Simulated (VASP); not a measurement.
Write the native input for VASP 6.6.1 that does the following.

```
Task                   : single point
Functional             : PBE
Potentials or basis    : VASP PAW PBE potentials, release 64 (Er_3, B), 4f in core
Cutoff                 : 500 eV
k mesh                 : 18 × 18 × 16
Occupations            : gaussian, width 0.1 eV
Spin                   : no spin polarisation
Dipole correction      : no
Mended                 : yes
Further INCAR settings : ALGO = Normal; EDIFF = 1e-06; NBANDS = 13
```

The structure of ErB lies in POSCAR:

```
ErB
1.0
    3.5945476426      0.0000000000      0.0000000000
   -1.7972738213      3.1129695736      0.0000000000
    0.0000000000      0.0000000000      3.3102097423
Er B
1 1
Direct
    0.0000000000      0.0000000000      0.0000000000
    0.3333333333      0.6666666667      0.5000000000
```

The cell was built from a structure type or drawn by symmetry, and may not be a known phase.

One way to write it, as run:

INCAR

```
SYSTEM = ErB
  PREC = Accurate
  ENCUT = 500
  EDIFF = 1E-6
  ISMEAR = 0
  SIGMA = 0.1
  LREAL = .False.
  LASPH = .True.
  NELM = 200
  ALGO = Normal
  ISIF = 2
  LWAVE = .False.
  LCHARG = .False.
  GGA = PE
  NBANDS = 13
  GGA_COMPAT = .False.
  LMAXMIX = 6
```

KPOINTS

```
Automatic mesh
0
Gamma
  18 18 16
  0 0 0
```

Potentials or basis: VASP PAW PBE potentials, release 64 (Er_3, B), 4f in core.

Launch:

```bash
$ cat potpaw_PBE.64/Er_3/POTCAR potpaw_PBE.64/B/POTCAR > POTCAR
$ mpirun -np 1 vasp_std > vasp.out
```

Results of the run:

```json
{"Pressure": "0.5 GPa", "Band gap on the k mesh": "zero (bands 6 and 7 overlap by 1.68 eV)"}
```

Caveat: spin-orbit coupling is left out, which moves the levels of the heavy elements; the 4f electrons are frozen in the core, so they carry no moment and show no levels.

Run time: 80 s on 1 thread of Intel(R) Xeon(R) 6975P-C (Granite Rapids), with other jobs on the host, peak memory 0.28 GiB.
